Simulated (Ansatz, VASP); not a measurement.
## One calculation of Ge, two programs

```
CELL_PARAMETERS angstrom
2.17780 0.00000 0.00000
0.00000 3.04987 0.00000
0.00000 0.00000 3.11792
ATOMIC_POSITIONS crystal
Ge 0.50000 0.00000 0.50000
```

Alike in both runs: task single point; functional PBE; k mesh 8 × 6 × 6; occupations gaussian, width 0.1 eV; no spin polarisation.

```csv
,VASP,Ansatz
version,VASP 6.6.1,Ansatz 0.2.0
potentials or method,"VASP PAW PBE potentials, release 64 (Ge_d), cutoff 520 eV","scalar-relativistic, plane waves, PAW"
valence electrons in the cell,14,14
```

Ansatz gave:

```
gap on the k mesh at the Fermi level (eV)                     : none
pressure (GPa)                                                : 16.8
traceless stress, the component that is largest in VASP (GPa) : 49.41
```

Task: Which values does VASP return?

Result: gap on the k mesh at the Fermi level (eV): none; pressure (GPa): 16.8; traceless stress, the component that is largest in VASP (GPa): 49.15.

A gap of «none» marks a metal or a gap that the smearing closes.

The k mesh is coarse, so the values compare programs but aren't converged.
